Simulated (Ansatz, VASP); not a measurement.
**MgH2Ir2: VASP beside Ansatz**

File INCAR:

```
SYSTEM = MgH2Ir2
PREC = Accurate
ENCUT = 600
EDIFF = 1E-6
ISMEAR = 0
SIGMA = 0.1
LREAL = .FALSE.
LASPH = .TRUE.
NELM = 60
ALGO = Normal
ISIF = 3
LWAVE = .FALSE.
LCHARG = .FALSE.
GGA = PE
IBRION = 2
NSW = 90
EDIFFG = -0.04
```

The input KPOINTS:

```
Automatic mesh
0
G
  6 6 6
  0 0 0
```

Contents of POSCAR:

```
MgH2Ir2
1.0
   -1.8280769700      1.8280769700      4.3922600300
    1.8280769700     -1.8280769700      4.3922600300
    1.8280769700      1.8280769700     -4.3922600300
Mg H Ir
1 2 2
Direct
    0.0000000000      0.0000000000      0.0000000000
    0.6186978800      0.6186978800      0.0000000000
    0.3813021200      0.3813021200      0.0000000000
    0.2500000000      0.7500000000      0.5000000000
    0.7500000000      0.2500000000      0.5000000000
```

Input for Ansatz:

```yaml
crystal:
  lattice:
    - [-1.82807697, 1.82807697, 4.39226003]
    - [1.82807697, -1.82807697, 4.39226003]
    - [1.82807697, 1.82807697, -4.39226003]
  atoms:
    - { symbol: Mg, position: [0.0, 0.0, 0.0] }
    - { symbol: H, position: [0.61869788, 0.61869788, 0.0] }
    - { symbol: H, position: [0.38130212, 0.38130212, 0.0] }
    - { symbol: Ir, position: [0.25, 0.75, 0.5] }
    - { symbol: Ir, position: [0.75, 0.25, 0.5] }
basis:
  ecutwfc: 420
kpoints:
  mp_grid: { grid: [6, 6, 6] }
hamiltonian:
  xc: pbe
scf:
  occupations: { method: gaussian, width: 0.1 }
  lower_state_search: "off"
output:
  forces: true
  stress: true
  eigenvalues: true
relax:
  adjacent_minimum: "off"
  f_tol: 0.04
  max_steps: 70
  cell: { stress_tol: 0.4 }
```

Change from the starting cell: species swapped into the DyGe2Pd2 type (I4/mmm, No. 139).

Alike in both runs: task relaxation of cell and atoms; functional PBE; k mesh 6 × 6 × 6; occupations gaussian, width 0.1 eV; no spin polarisation.

|  | VASP | Ansatz |
| --- | --- | --- |
| version | VASP 6.6.1 | Ansatz 0.2.0 |
| potentials or method | VASP PAW PBE potentials, release 64 (Mg, H, Ir), cutoff 600 eV | scalar-relativistic, plane waves, PAW |
| valence electrons in the cell | 22 | 46 |

```tsv
	VASP	Ansatz	Ansatz less VASP
gap on the k mesh at the Fermi level, each at its own relaxed structure (eV)	none	none	-
relaxed volume (Å³/atom)	12.25	12.25	-0.005
relaxed length of the cell vector where the two differ most in proportion (Å)	5.028	5.033	+0.0046
```

A gap of «none» marks a metal or a gap that the smearing closes. VASP's potentials hold 22 valence electrons a cell and Ansatz's 46, so a difference there can come from the potentials and not from the codes.

The k mesh is coarse, so the values compare programs but aren't converged. Spin-orbit coupling is off throughout.
